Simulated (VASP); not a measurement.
Set up this calculation in VASP 6.6.1, as the native input.

```
Task                   : single point
Functional             : PBEsol
Potentials or basis    : VASP PAW PBE potentials, release 64 (Si, Ni)
Cutoff                 : 600 eV
k mesh                 : 4 × 4 × 4
Occupations            : gaussian, width 0.1 eV
Spin                   : no spin polarisation
Dipole correction      : no
Further INCAR settings : ALGO = Normal; EDIFF = 1e-06; NBANDS = 25
```

The structure of SiNi3 (km) lies in POSCAR:

```
SiNi3
1.0
    3.4613050234      0.0000000000      0.0000000000
    0.0000000000      3.4613050234      0.0000000000
    0.0000000000      0.0000000000      3.4613050234
Si Ni
1 3
Direct
    0.0000000000      0.0000000000      0.0000000000
    0.0000000000      0.5000000000      0.5000000000
    0.5000000000      0.5000000000      0.0000000000
    0.5000000000      0.0000000000      0.5000000000
```

The input as run:

INCAR

```
SYSTEM = SiNi3
  PREC = Accurate
  ENCUT = 600
  EDIFF = 1E-6
  ISMEAR = 0
  SIGMA = 0.1
  LREAL = .FALSE.
  LASPH = .TRUE.
  NELM = 120
  ALGO = Normal
  ISIF = 2
  LWAVE = .FALSE.
  LCHARG = .TRUE.
  GGA = PS
  LELF = .TRUE.
  LVHAR = .TRUE.
  NBANDS = 25
  GGA_COMPAT = .FALSE.
```

KPOINTS

```
Automatic mesh
0
G
  4 4 4
  0 0 0
```

Potentials or basis: VASP PAW PBE potentials, release 64 (Si, Ni).

Launch:

```console
$ cat potpaw_PBE.64/Si/POTCAR potpaw_PBE.64/Ni/POTCAR > POTCAR
$ mpirun -np 1 vasp_std > vasp.out
```

Results of the run:

| Property | Result |
| --- | --- |
| Pressure | 0.1 GPa |
| Band gap on the k mesh | zero (band 17 reaches 11.12 eV, above the bottom of band 18 at 10.87 eV) |

Caveat: the k points lie up to 0.45 Å⁻¹ apart; the PAW data sets were made with another functional, which shifts forces and pressure a little.

Run time: 41 s on 1 thread of Intel Xeon 8259CL (shared host), peak memory 0.16 GiB.
